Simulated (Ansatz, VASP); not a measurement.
# Al: VASP beside Ansatz

```
Al
1.0
     5.63242    0.00000    0.00000
    -2.81621    4.87782    0.00000
     0.00000    0.00000   22.59886
Al
12
Cartesian
  1.4081 0.8130 8.0000
  0.0000 3.2519 8.0000
  4.2243 0.8130 8.0000
  2.8162 3.2519 8.0000
  2.8162 1.6405 10.3389
  1.4207 4.0576 10.3389
  0.0000 1.6259 10.3500
  -1.4207 4.0576 10.3389
  -1.4422 2.4586 12.7170
  0.0000 -0.0394 12.7170
  1.4422 2.4586 12.7170
  2.8162 0.0000 12.5196
```

Alike in both runs: task single point; functional PBE; dispersion D3(BJ); k mesh 4 × 4 × 1; occupations gaussian, width 0.1 eV; no spin polarisation.

```csv
,VASP,Ansatz
version,VASP 6.6.1,Ansatz 0.2.0
potentials or method,"VASP PAW PBE potentials, release 64 (Al), cutoff 400 eV","scalar-relativistic, plane waves, PAW"
valence electrons in the cell,36,36
```

```csv
,VASP,Ansatz,Ansatz less VASP
gap on the k mesh at the Fermi level (eV),none,none,-
rms of the force components (eV/Å),0.167,0.166,-0.0003
```

Atom by atom the forces differ by 0.001 eV/Å (rms over components). A gap of «none» marks a metal or a gap that the smearing closes.
